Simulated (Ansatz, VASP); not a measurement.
# MgZn2O3 in VASP and in Ansatz

INCAR

```
SYSTEM = MgZn2O3
PREC = Accurate
ENCUT = 520
EDIFF = 1E-6
ISMEAR = 0
SIGMA = 0.01
LREAL = .False.
LASPH = .True.
NELM = 150
ALGO = Normal
ISIF = 2
LWAVE = .False.
LCHARG = .False.
LDAU = .True.
LDAUTYPE = 2
LDAUL = -1 2 -1
LDAUU = 0 6 0
LDAUJ = 0 0 0
LDAUPRINT = 1
GGA = PS
NBANDS = 31
```

Contents of KPOINTS:

```
regular mesh
0
Gamma
  12 12 4
  0 0 0
```

Contents of POSCAR:

```
MgZn2O3
1.0
    3.0526000000      0.0000000000      0.0000000000
   -1.5263000000      2.6436300000      0.0000000000
    0.0000000000      0.0000000000      7.4520400000
Mg Zn O
1 2 3
Direct
    0.0000000000      0.0000000000      0.0000000000
    0.3333333333      0.6666666667      0.6684200000
    0.6666666667      0.3333333333      0.3315800000
    0.3333333333      0.6666666667      0.1607000000
    0.6666666667      0.3333333333      0.8393000000
    0.0000000000      0.0000000000      0.5000000000
```

Input for Ansatz:

```yaml
crystal:
  lattice:
    - [3.0526, 0.0, 0.0]
    - [-1.5263, 2.64363, 0.0]
    - [0.0, 0.0, 7.45204]
  atoms:
    - { symbol: Mg, position: [0.0, 0.0, 0.0] }
    - { symbol: Zn, position: [0.3333333333333333, 0.6666666666666666, 0.66842] }
    - { symbol: Zn, position: [0.6666666666666666, 0.3333333333333333, 0.33158] }
    - { symbol: O, position: [0.3333333333333333, 0.6666666666666666, 0.1607] }
    - { symbol: O, position: [0.6666666666666666, 0.3333333333333333, 0.8393] }
    - { symbol: O, position: [0.0, 0.0, 0.5] }
kpoints:
  mp_grid:
    grid: [12, 12, 4]
hamiltonian:
  xc: pbesol
  hubbard:
    - { species: Zn, l: d, u_eff: 6.0 }
scf:
  occupations:
    method: fixed
output:
  eigenvalues: true
```

Alike in both runs: task single point; functional PBEsol; k mesh 12 × 12 × 4; no spin polarisation; Hubbard terms Zn d U = 6.0 eV.

|  | VASP | Ansatz |
| --- | --- | --- |
| version | VASP 6.6.1 | Ansatz 0.2.0 |
| potentials or method | VASP PAW PBE potentials, release 64 (Mg, Zn, O) | plane waves, PAW |
| plane-wave cutoff (eV) | 520 | 420 |
| occupations | gaussian, width 0.01 eV | fixed |
| valence electrons in the cell | 44 | 52 |

```tsv
	VASP	Ansatz	Ansatz less VASP
gap on the k mesh at the Fermi level (eV)	2.15	1.96	-0.193
```

VASP's potentials were made for PBE, not for PBEsol. The programs project onto different local orbitals, so the same U acts differently, and such runs can settle in different states. VASP's potentials hold 44 valence electrons a cell and Ansatz's 52, so a difference there can come from the potentials and not from the codes.
